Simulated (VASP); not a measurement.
Here is a VASP 6.6.1 calculation.

Contents of POSCAR:

```
Ag
1.0
    2.9020758515      0.0000000000      0.0000000000
   -1.4510379258      2.5132714111      0.0000000000
    0.0000000000      0.0000000000     24.4781400414
Ag
5
Direct
    0.6666666667      0.3333333333      0.3063958286
    0.3333333333      0.6666666667      0.4031979143
    0.0000000000      0.0000000000      0.5000000000
    0.6666666667      0.3333333333      0.5968020857
    0.3333333333      0.6666666667      0.6936041714
```

Contents of INCAR.step1:

```
SYSTEM = Ag
PREC     = Accurate       ! precision mode
ENCUT    = 520            ! plane-wave cutoff, eV
ISMEAR   = 0              ! smearing method
SIGMA    = 0.1            ! smearing width, eV
LREAL    = .False.        ! projectors in reciprocal space
LASPH    = .True.         ! aspherical terms in the spheres
NELM     = 100            ! most SCF steps
LDIPOL   = .True.       
IDIPOL   = 3            
DIPOL    = 0.5 0.5 0.500
NBANDS   = 36             ! bands
EFIELD   = 0.3          
GGA      = PE             ! functional
ALGO     = Normal         ! electronic algorithm
EDIFF    = 1E-4           ! SCF threshold, eV
LWAVE    = .True.         ! write WAVECAR
LCHARG   = .False.        ! write CHGCAR
```

INCAR.step2

```
SYSTEM = Ag
PREC     = Accurate       ! precision mode
ENCUT    = 520            ! plane-wave cutoff, eV
EDIFF    = 1E-6           ! SCF threshold, eV
ISMEAR   = 0              ! smearing method
SIGMA    = 0.1            ! smearing width, eV
LREAL    = .False.        ! projectors in reciprocal space
LASPH    = .True.         ! aspherical terms in the spheres
NELM     = 100            ! most SCF steps
ALGO     = Normal         ! electronic algorithm
ISIF     = 2              ! what is computed and relaxed
LWAVE    = .False.        ! write WAVECAR
LCHARG   = .False.        ! write CHGCAR
LDIPOL   = .True.       
IDIPOL   = 3            
DIPOL    = 0.5 0.5 0.500
METAGGA  = R2SCAN         ! meta-GGA
LMIXTAU  = .True.       
NBANDS   = 36             ! bands
EFIELD   = 0.3          
ISTART   = 1
```

File KPOINTS:

```
Automatic mesh
0
Gamma
  12 12 1
  0 0 0
```

Potentials or basis: VASP PAW PBE potentials, release 64 (Ag).

The run is started by

```bash
$ cat potpaw_PBE.64/Ag/POTCAR > POTCAR
$ cp INCAR.step1 INCAR
$ mpirun -np 1 vasp_std > vasp.out
$ cp INCAR.step2 INCAR
$ mpirun -np 1 vasp_std > vasp.out
```

Task: What does it give for the band gap on the k mesh?

Result: Zero (an odd number of electrons rules out a gap without spin polarisation).

Task: What does it give for the largest force?

Result: 0.087 eV/Å.

Forces in eV/Å, atoms in the order of the input:
```
Ag   0.000  0.000 -0.012
Ag   0.000  0.000  0.077
Ag   0.000  0.000 -0.002
Ag   0.000  0.000 -0.087
Ag   0.000  0.000  0.024
```

Caveat: the PAW data sets were made with another functional, which shifts forces and pressure a little.
